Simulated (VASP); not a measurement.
# Mg (I4/mcm) in VASP: a series of runs

The runs below take Mg through single point, with PBEsol.

Everything below comes from runs of VASP 6.6.1. Logs are shortened: lines on timing, memory, paths and dates and some standing lists are left out, and cuts for length are marked.

## 1. The cell of the first run

It takes space group I4/mcm (No. 140, tetragonal). Conventional cell: a = 6.618 Å, b = 6.618 Å, c = 5.871 Å, α = 90.00°, β = 90.00°, γ = 90.00°. Within 4.1 Å of Mg (site symmetry m2m) lie 11 Mg at 3.13 to 3.68 Å.

## 2. Single point, PBEsol (Sr replaced by Mg, lengths x 0.834, strained)

INCAR

```
PREC = Accurate
ENCUT = 520
EDIFF = 1E-6
ISMEAR = 0
SIGMA = 0.1
LREAL = F
LASPH = T
NELM = 100
ALGO = Normal
ISIF = 2
LWAVE = F
LCHARG = F
GGA = PS
NBANDS = 12
```

KPOINTS

```
Automatic mesh
0
Gamma
  10 10 10
```

POSCAR

```
Mg
1.0
   -3.3091554736      3.3091554736      2.9357402925
    3.3091554736     -3.3091554736      2.9357402925
    3.3091554736      3.3091554736     -2.9357402925
Mg
4
Direct
    0.1671001006      0.6671001006      0.8342001911
    0.8328998994      0.3328998994      0.1657998089
    0.6671001006      0.8328998994      0.5000000000
    0.3328998994      0.1671001006      0.5000000000
```

Potentials or basis: VASP PAW PBE potentials, release 64 (Mg).

The run is started by

```sh
$ cat potpaw_PBE.64/Mg/POTCAR > POTCAR
$ mpirun -np 1 vasp_std > vasp.out
```

OUTCAR:

```text
PREC = Accurate
   ENCUT = 520
   EDIFF = 1E-6
   ISMEAR = 0
   LREAL = F
   LASPH = T
   NELM = 100
   ISIF = 2
   GGA = PS

 ion  position               nearest neighbor table
   1  0.167  0.667  0.834-   2 3.13   2 3.32   2 3.32   4 3.49   3 3.49   3 3.49   4 3.49
   2  0.833  0.333  0.166-   1 3.13   1 3.32   1 3.32   4 3.49   3 3.49   4 3.49   3 3.49
   3  0.667  0.833  0.500-   4 3.13   4 3.32   4 3.32   2 3.49   1 3.49   2 3.49   1 3.49
   4  0.333  0.167  0.500-   3 3.13   3 3.32   3 3.32   2 3.49   1 3.49   2 3.49   1 3.49

  LATTYP: Found a body centered tetragonal cell.
 ALAT       =     6.6183109472
 C/A-ratio  =     0.8871569547

  Lattice vectors:

 A1 = (  -3.3091554736,   3.3091554736,   2.9357402925)
 A2 = (   3.3091554736,  -3.3091554736,   2.9357402925)
 A3 = (   3.3091554736,   3.3091554736,  -2.9357402925)

Analysis of symmetry for initial positions (statically):
=====================================================================
 Subroutine PRICEL returns:
 Original cell was already a primitive cell.

 Routine SETGRP: Setting up the symmetry group for a
 body centered tetragonal supercell.

 Subroutine GETGRP returns: Found 16 space group operations
 (whereof  8 operations were pure point group operations)
 out of a pool of 16 trial point group operations.

The static configuration has the point symmetry C_4h.
 The point group associated with its full space group is D_4h.

Analysis of symmetry for dynamics (positions and initial velocities):
=====================================================================
 Subroutine PRICEL returns:
 Original cell was already a primitive cell.

 Routine SETGRP: Setting up the symmetry group for a
 body centered tetragonal supercell.

 Subroutine GETGRP returns: Found 16 space group operations
 (whereof  8 operations were pure point group operations)
 out of a pool of 16 trial point group operations.

The dynamic configuration has the point symmetry C_4h.
 The point group associated with its full space group is D_4h.

 Subroutine INISYM returns: Found 16 space group operations
 (whereof  8 operations are pure point group operations),
 and found     1 'primitive' translations

----------------------------------------------------------------------------------------

                                     Primitive cell

  volume of cell :     128.5914

  direct lattice vectors                    reciprocal lattice vectors
    -3.309155474  3.309155474  2.935740292     0.000000000  0.151095953  0.170314793
     3.309155474 -3.309155474  2.935740292     0.151095953  0.000000000  0.170314793
     3.309155474  3.309155474 -2.935740292     0.151095953  0.151095953  0.000000000

  length of vectors
     5.524453906  5.524453906  5.524453906     0.227677657  0.227677657  0.213681946

  position of ions in fractional coordinates (direct lattice)
     0.167100101  0.667100101  0.834200191
     0.832899899  0.332899899  0.165799809
     0.667100101  0.832899899  0.500000000
     0.332899899  0.167100101  0.500000000

  ion indices of the primitive-cell ions
   primitive index   ion index
                 1           1
                 2           2
                 3           3
                 4           4

----------------------------------------------------------------------------------------

 KPOINTS: Automatic mesh

Automatic generation of k-mesh.
 Grid dimensions read from file:
 generate k-points for:   10   10   10

 Generating k-lattice:

  Cartesian coordinates                     Fractional coordinates (reciprocal lattice)
     0.000000000  0.015109595  0.017031479     0.100000000  0.000000000 -0.000000000
     0.015109595  0.000000000  0.017031479     0.000000000  0.100000000 -0.000000000
     0.015109595  0.015109595  0.000000000     0.000000000  0.000000000  0.100000000

  Length of vectors
     0.022767766  0.022767766  0.021368195

  Shift w.r.t. Gamma in fractional coordinates (k-lattice)
     0.000000000  0.000000000  0.000000000

 Subroutine IBZKPT returns following result:
 ===========================================

 Found    102 irreducible k-points:

 Following reciprocal coordinates:
            Coordinates               Weight
  0.000000  0.000000  0.000000      1.000000
  0.100000 -0.000000  0.000000      8.000000
  0.200000 -0.000000  0.000000      8.000000
  0.300000 -0.000000  0.000000      8.000000
  0.400000  0.000000  0.000000      8.000000
  0.500000 -0.000000  0.000000      4.000000
[... 16 lines left out ...]
  0.300000  0.300000  0.000000      8.000000
  0.400000  0.300000  0.000000     16.000000
 [... further k-points ...]
   k-points           NKPTS =    102   k-points in BZ     NKDIM =    102   number of bands    NBANDS=     12
   number of dos      NEDOS =    301   number of ions     NIONS =      4
   total plane-waves  NPLWV =  74088
   dimension x,y,z NGX =    42 NGY =   42 NGZ =   42
   dimension x,y,z NGXF=    84 NGYF=   84 NGZF=   84
   ions per type =               4
   NGX,Y,Z   is equivalent  to a cutoff of  12.64, 12.64, 12.64 a.u.
   NGXF,Y,Z  is equivalent  to a cutoff of  25.28, 25.28, 25.28 a.u.
 SYSTEM =  unknown system
   PREC   = accura    normal or accurate (medium, high low for compatibility)
   ISTART =      0    job   : 0-new  1-cont  2-samecut
   ICHARG =      2    charge: 1-file 2-atom 10-const
   ISPIN  =      1    spin polarized calculation?
   LNONCOLLINEAR =      F non collinear calculations
   LSORBIT =      F    spin-orbit coupling
   LASPH  =      T    aspherical Exc in radial PAW
   ENCUT  =  520.0 eV  38.22 Ry    6.18 a.u.  10.27 10.27 10.27*2*pi/ulx,y,z
   NELM   =    100;   NELMIN=  2; NELMDL= -5     # of ELM steps
   EDIFF  = 0.1E-05   stopping-criterion for ELM
   LREAL  =      F    real-space projection
   EDIFFG = 0.1E-04   stopping-criterion for IOM
   NSW    =      0    number of steps for IOM
   IBRION =     -1    ionic relax: 0-MD 1-quasi-New 2-CG
   NFREE  =      0    steps in history (QN), initial steepest desc. (CG)
   ISIF   =      2    stress and relaxation
   ISYM   =      2    0-nonsym 1-usesym 2-fastsym
   POTIM  = 0.5000    time-step for ionic-motion
   TEBEG  =    0.0;   TEEND  =   0.0 temperature during run
   PSTRESS=    0.0 pullay stress
   NELECT =       8.0000    total number of electrons
   NUPDOWN=      -1.0000    fix difference up-down
   EMIN   =  10.00;   EMAX   =-10.00  energy-range for DOS
   EFERMI =   0.00;   METHOD = LEGACY
   ISMEAR =     0;   SIGMA  =   0.10  broadening in eV -4-tet -1-fermi 0-gaus
   EFERMI_NEDOS =   21; number of points for ismear=-14 and -15
   IALGO  =     38    algorithm
   IMIX   =      4    mixing-type and parameters
     AMIX     =   0.40;   BMIX     =  1.00
     AMIX_MAG =   1.60;   BMIX_MAG =  1.00
  volume/ion in A,a.u.               =      32.15       216.94
  Fermi-wavevector in a.u.,A,eV,Ry     =   0.648685  1.225838  5.725234  0.420793
  Thomas-Fermi vector in A             =   1.717398
   LORBIT       =      0    0 simple, 1 ext, 2 COOP (PROOUT), +10 PAW based schemes
   GGA     = PS    functional components
   LHFCALC =     F    Hartree Fock is set to
   AEXX    =    0.0000 exact exchange contribution
   IVDW    =     0    specifies the selected vdW correction
   LEPSILON=     F    determine dielectric tensor
   LRPA    =     F    only Hartree local field effects (RPA)
 non-spin polarized calculation
 Gauss-broadening in eV      SIGMA  =   0.10
  energy-cutoff  :      520.00
  volume of cell :      128.59
 maximum number of plane-waves:      3511
 NGX is ok and might be reduce to    42
   NGX = 21   NGY = 21   NGZ = 21

 number of electron       8.0000000 magnetization

 Free energy of the ion-electron system (eV)
  ---------------------------------------------------
  ext. energy  EPLUGINS =         0.00000000
  ---------------------------------------------------
  free energy    TOTEN  =        -5.75366460 eV

  energy without entropy =       -5.74366895  energy(sigma->0) =       -5.74866677

 E-fermi :   1.0452     XC(G=0):  -7.4980

 val. band max:        1.0060808605   @ k =   0.4000   0.0000   0.0000
 cond. band min:       1.0593150673   @ k =   0.5000   0.4000   0.0000
 fundamental gap:      0.0532342068
 Fermi energy:         1.0451694575

 k-point     1 :       0.0000    0.0000    0.0000
  band No.  band energies     occupation
      1      -4.6229      2.00000
      2       1.5555      0.00000
      3       1.9716      0.00000
      4       1.9716      0.00000
      5       2.5887      0.00000
      6       2.5931      0.00000
      7       2.6088      0.00000
      8       2.6229      0.00000
      9       2.6229      0.00000
     10       3.1876      0.00000
     11       3.1876      0.00000
     12       3.6538      0.00000

 k-point     2 :       0.1000   -0.0000    0.0000
  band No.  band energies     occupation
      1      -4.5458      2.00000
      2       1.1640      0.09288
      3       1.3780      0.00000
      4       1.6219      0.00000
      5       2.1199      0.00000
      6       2.3016      0.00000
      7       2.5857      0.00000
      8       3.0764      0.00000
      9       3.1668      0.00000
     10       3.4385      0.00000
     11       3.8307      0.00000
     12       4.0214      0.00000

 k-point     3 :       0.2000   -0.0000    0.0000
  band No.  band energies     occupation
      1      -4.3150      2.00000
      2       0.1415      2.00000
      3       0.8467      1.99500
      4       1.1873      0.04445
      5       1.5708      0.00000
      6       1.8319      0.00000
      7       3.1495      0.00000
      8       3.3324      0.00000
      9       3.8879      0.00000
     10       3.9194      0.00000
     11       4.7967      0.00000
     12       5.1501      0.00000
[... 286 lines left out ...]
 k-point    23 :       0.3000    0.3000    0.0000
  band No.  band energies     occupation
      1      -2.4760      2.00000
      2      -2.3136      2.00000
      3      -1.5797      2.00000
      4       0.2718      2.00000
      5       1.7311      0.00000
      6       2.5799      0.00000
      7       4.1245      0.00000
      8       4.1662      0.00000
      9       4.2302      0.00000
     10       6.6381      0.00000
     11       6.7036      0.00000
     12       6.8250      0.00000

 k-point    24 :       0.4000    0.3000    0.0000
  band No.  band energies     occupation
      1      -2.8446      2.00000
      2      -1.8398      2.00000
      3      -1.7009      2.00000
      4       0.4071      2.00000
      5       1.8805      0.00000
      6       2.9289      0.00000
      7       3.2940      0.00000
      8       4.2435      0.00000
      9       5.2543      0.00000
     10       5.6747      0.00000
     11       5.7750      0.00000
     12       6.4653      0.00000

 [... further k-points ...]
[... 5 lines left out ...]
  --------------------------------------------------------------------------------------
  -------------------------------------------------------------------------------------
  Total       -4.0694153     -4.0694153     -4.4192238      0.0000000     -0.0000000      0.0000000
  in kB      -50.7026460    -50.7026460    -55.0610656      0.0000000     -0.0000000      0.0000000
  external PRESSURE =     -52.1554525 kB  Pullay stress =       0.0000000 kB

 VOLUME and BASIS-vectors are now :
 -----------------------------------------------------------------------------
  energy-cutoff  :      520.00
  volume of cell :      128.59
      direct lattice vectors                 reciprocal lattice vectors
    -3.309155474  3.309155474  2.935740292     0.000000000  0.151095953  0.170314793
     3.309155474 -3.309155474  2.935740292     0.151095953  0.000000000  0.170314793
     3.309155474  3.309155474 -2.935740292     0.151095953  0.151095953  0.000000000

 POSITION                                       TOTAL-FORCE (eV/Angst)
 -----------------------------------------------------------------------------------
      4.41508      1.10592      0.00000         0.003184      0.003184     -0.000000
     -1.10592      2.20324      2.93574        -0.003184     -0.003184      0.000000
      2.20324      1.10592      2.93574        -0.003184      0.003184      0.000000
      1.10592      2.20324      0.00000         0.003184     -0.003184      0.000000
 -----------------------------------------------------------------------------------
    total drift:                                0.000000      0.000000     -0.000000

  FREE ENERGIE OF THE ION-ELECTRON SYSTEM (eV)
  ---------------------------------------------------
  free  energy   TOTEN  =        -5.7536645950 eV

  energy  without entropy=       -5.7436689527  energy(sigma->0) =       -5.74866677
```

It took 59 s on 1 thread of Intel Xeon 6975P-C (Granite Rapids), shared host; peak memory 0.33 GiB.

What came out:

```
Free energy            : -5.7537 eV
Pressure               : -5.2 GPa
Largest force          : 0.005 eV/Å
Band gap on the k mesh : zero (band 4 reaches 2.00 eV, above the bottom of band 5 at -0.25 eV)
```

Forces in eV/Å, atoms in the order of the input:
```
Mg   0.003  0.003  0.000
Mg  -0.003 -0.003  0.000
Mg  -0.003  0.003  0.000
Mg   0.003 -0.003  0.000
```

Caveat: the cell differs from its parent crystal (Sr replaced by Mg, lengths x 0.834, strained); the PAW data sets were made with another functional, which shifts forces and pressure a little.

## 3. Single point, PBEsol (Sr replaced by Mg, lengths x 0.834, strained)

INCAR

```
SYSTEM = Mg
PREC = Accurate
ENCUT = 520
EDIFF = 1E-6
ISMEAR = 0
SIGMA = 0.1
LREAL = .False.
LASPH = .True.
NELM = 100
ALGO = Normal
ISIF = 2
LWAVE = .False.
LCHARG = .True.
GGA = PS
LELF = .True.
LVHAR = .True.
NBANDS = 12
```

KPOINTS

```
Automatic mesh
0
Gamma
  4 4 4
  0 0 0
```

POSCAR is that of step 2.

Potentials or basis: VASP PAW PBE potentials, release 64 (Mg).

The run is started by

```sh
$ cat potpaw_PBE.64/Mg/POTCAR > POTCAR
$ mpirun -np 1 vasp_std > vasp.out
```

It took 12 s on 1 thread of Intel Xeon 6975P-C (Granite Rapids), shared host; peak memory 0.24 GiB.

It converged, with:

```yaml
Free_energy: -5.6661 eV
Pressure: -5.1 GPa
Largest_force: 0.030 eV/Å
Band_gap_on_the_k_mesh: zero (band 4 reaches 1.97 eV, above the bottom of band 5 at -0.25 eV)
```

Forces in eV/Å, atoms in the order of the input:
```
Mg   0.021  0.021  0.000
Mg  -0.021 -0.021  0.000
Mg  -0.021  0.021  0.000
Mg   0.021 -0.021  0.000
```

Levels at points of the mesh, in eV from the Fermi level:
| k point | band 1 | band 2 | band 3 | band 4 | band 5 | band 6 | band 7 | band 8 |
| --- | --- | --- | --- | --- | --- | --- | --- | --- |
| (0.00, 0.00, 0.00) | -5.63 | 0.56 | 0.97 | 0.97 | 1.58 | 1.58 | 1.60 | 1.63 |
| (0.50, 0.00, 0.00) | -3.72 | -3.72 | -0.56 | -0.56 | -0.01 | -0.01 | 3.07 | 3.07 |
| (0.50, 0.50, 0.00) | -4.28 | -3.51 | -0.08 | -0.01 | 0.63 | 0.76 | 2.30 | 2.61 |
| (0.50, 0.50, 0.50) | -2.75 | -2.41 | -2.41 | -1.41 | -1.26 | -1.08 | 4.35 | 5.08 |

Caveat: the cell differs from its parent crystal (Sr replaced by Mg, lengths x 0.834, strained); the PAW data sets were made with another functional, which shifts forces and pressure a little.
